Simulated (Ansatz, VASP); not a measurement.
**KGe2: VASP beside Ansatz**

```
CELL_PARAMETERS angstrom
2.04858 -3.97722 0.00000
2.04858 3.97722 0.00000
0.00000 0.00000 5.21303
ATOMIC_POSITIONS crystal
K 0.00000 0.00000 0.00000
Ge 0.66196 0.33804 0.50000
Ge 0.33804 0.66196 0.50000
```

Alike in both runs: functional PBE; dispersion D3(BJ); k mesh 12 × 12 × 10; occupations gaussian, width 0.1 eV; no spin polarisation.

Ansatz relaxed the structure, and its values are those at the end. VASP's run is a single point on that final structure, the one shown.

|  | VASP | Ansatz |
| --- | --- | --- |
| version | VASP 6.6.1 | Ansatz 0.2.0 |
| potentials or method | VASP PAW PBE potentials, release 64 (K_sv, Ge_d), cutoff 520 eV | scalar-relativistic, plane waves, PAW |
| valence electrons in the cell | 37 | 37 |

|  | VASP | Ansatz | Ansatz less VASP |
| --- | --- | --- | --- |
| gap on the k mesh at the Fermi level (eV) | none | none | - |
| pressure (GPa) | 0.0 | 0.0 | 0.00 |

A gap of «none» marks a metal or a gap that the smearing closes.
